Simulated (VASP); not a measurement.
Te, 1 atom in the cell. Symmetry: Pm-3m, No. 221, cubic system. The conventional cell has a = 3.152 Å, b = 3.152 Å, c = 3.152 Å, α = 90.00°, β = 90.00°, γ = 90.00°. Te (site symmetry m-3m) has 6 Te at 3.15 Å within 4.1 Å. 

| Property | Result |
| --- | --- |
| Program | VASP 6.6.1 |
| Task | relaxation of cell and atoms |
| Functional | PBE |
| Potentials or basis | VASP PAW PBE potentials, release 64 (Te) |
| Cutoff | 600 eV |
| k mesh | 13 × 13 × 13 |
| Occupations | fermi-dirac, width 0.05 eV |
| Spin | no spin polarisation |
| Dipole correction | no |
| Further INCAR settings | ALGO = Normal; EDIFF = 1e-07; IBRION = 2; EDIFFG = -0.005; NSW = 60; ISIF = 3 |

Potentials or basis: VASP PAW PBE potentials, release 64 (Te).

Command:

```console
$ cat potpaw_PBE.64/Te/POTCAR > POTCAR
$ mpirun -np 1 vasp_std > vasp.out
```

Hardware: 1 thread of Intel Xeon 6975P-C, on a shared host.

**Question.** Estimate the wall time of this run.

**Answer.** It took 47 s on 1 thread of Intel Xeon 6975P-C, on a shared host, peak memory 0.18 GiB. Counts: scf iterations 34, k points 84, ion steps 3.
